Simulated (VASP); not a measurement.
Here is a VASP 6.6.1 calculation.

INCAR

```
SYSTEM = ZrTe3Pd
PREC = Accurate
ENCUT = 520
EDIFF = 1E-7
ISMEAR = 0
SIGMA = 0.2
LREAL = .False.
LASPH = .True.
NELM = 80
ALGO = Normal
ISIF = 2
LWAVE = .False.
LCHARG = .False.
GGA = PE
NBANDS = 51
```

Contents of KPOINTS:

```
Automatic mesh
0
Gamma
  6 4 2
  0 0 0
```

The input POSCAR:

```
ZrTe3Pd
1.0
    0.0008908574     -4.0172035519      0.0002151215
   -6.1835908900      0.0000377748      0.0672830817
    2.6986276796      0.0009348960    -10.6530931621
Zr Te Pd
2 6 2
Direct
    0.2499077653      0.8119131876      0.6561689679
    0.7500768501      0.1882383229      0.3438507891
    0.7498545378      0.6179679656      0.8064681341
    0.7499589071      0.1216215637      0.8147167087
    0.2501269308      0.3820025227      0.1934324608
    0.2500079749      0.8784661010      0.1853517368
    0.7499609388      0.7308012259      0.4505388973
    0.2501363364      0.2693630418      0.5494563800
    0.7500397938      0.1388346579      0.0647115996
    0.2499299648      0.8607914111      0.9353043260
```

Potentials or basis: VASP PAW PBE potentials, release 64 (Zr_sv, Te, Pd).

The run is started by

```sh
$ cat potpaw_PBE.64/Zr_sv/POTCAR potpaw_PBE.64/Te/POTCAR potpaw_PBE.64/Pd/POTCAR > POTCAR
$ mpirun -np 1 vasp_std > vasp.out
```

(1) Predict the pressure.

(2) What does it give for the largest force?

(3) Estimate the band gap on the k mesh.

## Answers

(1) 0.0 GPa.

(2) 0.022 eV/Å.

(3) zero (bands 40 and 41 overlap by 1.08 eV).

Caveat: spin-orbit coupling is left out, which moves the levels of the heavy elements.
